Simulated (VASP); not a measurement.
CdTe: single point with PBE

Crystal: CdTe.

```xyz
2
Lattice="0.0000 2.8777 2.8777 2.8777 0.0000 2.8777 2.8777 2.8777 0.0000" Properties=species:S:1:pos:R:3 pbc="T T T"
Cd    0.0000    0.0000    0.0000
Te    1.4388    1.4388    1.4388
```

```
Program                : VASP 6.6.1
Task                   : single point
Functional             : PBE
Potentials or basis    : VASP PAW PBE potentials, release 64 (Cd, Te)
Cutoff                 : 500 eV
k mesh                 : 15 × 15 × 15
Occupations            : gaussian, width 0.02 eV
Spin                   : no spin polarisation
Dipole correction      : no
Further INCAR settings : ALGO = Normal; EDIFF = 1e-06; NBANDS = 16
```

* Pressure: 40.5 GPa
* Band gap on the k mesh: 1.56 eV (least direct gap 1.87 eV)

Levels at points of the mesh, in eV from the valence-band top:
| k point | band 6 | band 7 | band 8 | band 9 | band 10 | band 11 | band 12 | band 13 |
| --- | --- | --- | --- | --- | --- | --- | --- | --- |
| (0.00, 0.00, 0.00) | -9.71 | 0.00 | 0.00 | 0.00 | 1.87 | 4.08 | 4.08 | 4.08 |

Wall time 77 s on 1 thread of AMD EPYC 7R43 64-Core Processor (Zen 3) (shared host), peak memory 0.2 GiB.

Caveat: the cell stands under pressure; spin-orbit coupling is left out, which moves the levels of the heavy elements; an odd mesh through Γ misses points on the zone boundary, where band edges can lie.
